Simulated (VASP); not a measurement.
# Ge5H2 in VASP: notebook, part 2 of 2

VASP 6.6.1. The steps go on from the part before.

## (3) Single point, LDA

Contents of INCAR:

```
SYSTEM = Ge5H2
PREC = Accurate
ENCUT = 520
EDIFF = 1E-6
ISMEAR = 0
SIGMA = 0.05
LREAL = Auto
LASPH = .True.
NELM = 100
ALGO = Normal
ISIF = 2
LWAVE = .False.
LCHARG = .False.
LDIPOL = .True.
IDIPOL = 3
DIPOL = 0.5 0.5 0.341
NBANDS = 164
KPAR = 2
NCORE = 2
```

Contents of KPOINTS:

```
regular mesh
0
Gamma
  3 3 1
  0 0 0
```

Contents of POSCAR:

```
Ge5H2
1.0
    7.9504584305      0.0000000000      0.0000000000
    0.0000000000      7.9504584305      0.0000000000
    0.0000000000      0.0000000000     19.3782629924
Ge H
20 8
Direct
    0.5000000000      0.5000000000      0.2531929680
    0.5000000000      0.0000000000      0.2531929680
    0.0000000000      0.5000000000      0.2531929680
    0.0000000000      0.0000000000      0.2531929680
    0.7500000000      0.5000000000      0.3257204060
    0.7500000000      0.0000000000      0.3257204060
    0.2500000000      0.5000000000      0.3257204060
    0.2500000000      0.0000000000      0.3257204060
    0.7439838297      0.7500098358      0.4001953541
    0.7439838297      0.2499901642      0.4001953541
    0.2622426923      0.7499006372      0.3946840080
    0.2622426923      0.2500993628      0.3946840080
    0.0021406002      0.7499868936      0.4715334534
    0.0021406002      0.2500131064      0.4715334534
    0.4952794148      0.7498613915      0.4763444482
    0.4952794148      0.2501386085      0.4763444482
    0.1522072335      0.0000000000      0.5062609423
    0.1522021580      0.5000000000      0.5062609423
    0.4410073971      0.0000000000      0.5512366748
    0.4409876557      0.5000000000      0.5515634372
    0.5090621173      0.6542935074      0.2055986752
    0.5090621173      0.3457064926      0.2055986752
    0.5090621173      0.1542935074      0.2055986752
    0.5090621173     -0.1542935074      0.2055986752
   -0.0090621173      0.3457064926      0.2055986752
   -0.0090621173      0.6542935074      0.2055986752
   -0.0090621173     -0.1542935074      0.2055986752
   -0.0090621173      0.1542935074      0.2055986752
```

Potentials or basis: VASP PAW LDA potentials, release 64 (Ge_d, H).

On the command line:

```sh
$ cat potpaw_LDA.64/Ge_d/POTCAR potpaw_LDA.64/H/POTCAR > POTCAR
$ mpirun -np 4 vasp_std > vasp.out
```

OUTCAR:

```text
SYSTEM = Ge5H2
   PREC = Accurate
   ENCUT = 520
   EDIFF = 1E-6
   ISMEAR = 0
   LREAL = Auto
   LASPH = .True.
   NELM = 100
   ISIF = 2

 ion  position               nearest neighbor table
   1  0.500  0.500  0.253-  21 1.54  22 1.54   5 2.43   7 2.43
   2  0.500  0.000  0.253-  23 1.54  24 1.54   6 2.43   8 2.43
   3  0.000  0.500  0.253-  25 1.54  26 1.54   5 2.43   7 2.43
   4  0.000  0.000  0.253-  27 1.54  28 1.54   6 2.43   8 2.43
   5  0.750  0.500  0.326-   1 2.43   3 2.43   9 2.46  10 2.46
   6  0.750  0.000  0.326-   2 2.43   4 2.43   9 2.46  10 2.46
[... 896 lines left out ...]
  in kB       -6.5455364     13.7882398     -0.1922721      0.0000000      0.0000000      0.0390315
  external PRESSURE =       2.3501438 kB  Pullay stress =       0.0000000 kB

 VOLUME and BASIS-vectors are now :
 -----------------------------------------------------------------------------
  energy-cutoff  :      520.00
  volume of cell :     1224.90
      direct lattice vectors                 reciprocal lattice vectors
     7.950458431  0.000000000  0.000000000     0.125778911  0.000000000  0.000000000
     0.000000000  7.950458431  0.000000000     0.000000000  0.125778911  0.000000000
     0.000000000  0.000000000 19.378262992     0.000000000  0.000000000  0.051604212

 POSITION                                       TOTAL-FORCE (eV/Angst)
 -----------------------------------------------------------------------------------
      3.97523      3.97523      4.90644         0.031967      0.000000      0.206698
      3.97523      0.00000      4.90644         0.032284      0.000000      0.206768
      0.00000      3.97523      4.90644        -0.093324      0.000000      0.235481
      0.00000      0.00000      4.90644        -0.093068      0.000000      0.235882
      5.96284      3.97523      6.31190         0.056966      0.000000      0.166877
      5.96284      0.00000      6.31190         0.055535      0.000000      0.166751
[... 20 lines left out ...]
      7.87841      6.72375      3.98415         0.042644      0.013418      0.009828
      7.87841      1.22670      3.98415         0.042644     -0.013418      0.009828
 -----------------------------------------------------------------------------------
    total drift:                                0.001924      0.000000     -0.018985

  FREE ENERGIE OF THE ION-ELECTRON SYSTEM (eV)
  ---------------------------------------------------
  free  energy   TOTEN  =      -124.3379205898 eV

  energy  without entropy=     -124.3379205898  energy(sigma->0) =     -124.33792059

 vacuum level on the upper side and lower side of the slab         3.461         3.236
```

stdout:

```text
POSCAR found type information on POSCAR GeH
 POSCAR found :  2 types and      28 ions
 scaLAPACK will be used
 LDA part: xc-table for (Slater(with rela. corr.)+CA(PZ))
 , standard interpolation
 POSCAR, INCAR and KPOINTS ok, starting setup
 FFT: planning ... GRIDC
 FFT: planning ... GRID_SOFT
 FFT: planning ... GRID
 WAVECAR not read
 entering main loop
```

Run time: 10 min. Hardware: 4 MPI ranks of Oxide Virtual Turin-like, shared host; peak memory 0.58 GiB.

Results:

- Free energy: -124.3379 eV
- Largest force: 0.827 eV/Å
- Band gap on the k mesh: 0.53 eV

Forces on the atoms (eV/Å):
```
Ge   0.032  0.000  0.207
Ge   0.032  0.000  0.207
Ge  -0.093  0.000  0.235
Ge  -0.093  0.000  0.236
Ge   0.057  0.000  0.167
Ge   0.056  0.000  0.167
Ge  -0.035  0.000 -0.826
Ge  -0.033  0.000 -0.812
Ge   0.002 -0.002  0.008
Ge   0.002  0.002  0.008
Ge  -0.002  0.008 -0.001
Ge  -0.002 -0.008 -0.001
Ge  -0.011  0.000  0.001
Ge  -0.011  0.000  0.001
Ge   0.005 -0.004  0.005
Ge   0.005  0.004  0.005
Ge   0.006  0.000  0.166
Ge   0.007  0.000  0.175
Ge   0.004  0.000  0.026
Ge   0.002  0.000  0.007
H   -0.024 -0.009 -0.005
H   -0.024  0.009 -0.005
H   -0.024 -0.008 -0.005
H   -0.024  0.008 -0.005
H    0.043  0.014  0.009
H    0.043 -0.014  0.009
H    0.043  0.013  0.010
H    0.043 -0.013  0.010
```
